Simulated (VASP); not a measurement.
Wanted: the native input for a VASP 6.6.1 run.

* Task: single point
* Functional: PBEsol
* Potentials or basis: VASP PAW PBE potentials, release 64 (Ir)
* Cutoff: 520 eV
* k mesh: 1 × 1 × 25
* Occupations: gaussian, width 0.05 eV
* Spin: collinear spin
* Starting moments: [1.5, 1.5] μB
* Dipole correction: no
* Further INCAR settings: ALGO = Normal; EDIFF = 1e-06; NBANDS = 20

The structure of Ir lies in POSCAR:

```
Ir
1.0
   11.2000000000      0.0000000000      0.0000000000
    0.0000000000      9.3000000000      0.0000000000
    0.0000000000      0.0000000000      2.4289988780
Ir
2
Direct
    0.4032616337      0.5000000000      0.0000000000
    0.5967383663      0.5000000000      0.5000000000
```

These files were run (other wordings do the same):

INCAR

```
PREC = Accurate
ENCUT = 520
EDIFF = 1E-6
ISMEAR = 0
SIGMA = 0.05
LREAL = False
LASPH = True
NELM = 150
ALGO = Normal
ISIF = 2
LWAVE = False
LCHARG = False
ISPIN = 2
MAGMOM = 1.5 1.5
LORBIT = 11
LMAXMIX = 4
GGA = PS
NBANDS = 20
```

KPOINTS

```
Automatic mesh
0
Gamma
  1 1 25
```

Potentials or basis: VASP PAW PBE potentials, release 64 (Ir).

Launch:

```sh
$ cat potpaw_PBE.64/Ir/POTCAR > POTCAR
$ mpirun -np 1 vasp_std > vasp.out
```

It gave:

```
Largest force                                         : 0.573 eV/Å
Net moment                                            : 1.32 μB per cell
Site moments                                          : Ir +0.60 μB
Valence electrons inside the program's atomic spheres : Ir 8.19
```

Caveat: the PAW data sets were made with another functional, which shifts forces and pressure a little.

It took 100 s on 1 thread of Intel(R) Xeon(R) 6975P-C (Granite Rapids), with other jobs on the host, peak memory 0.42 GiB.
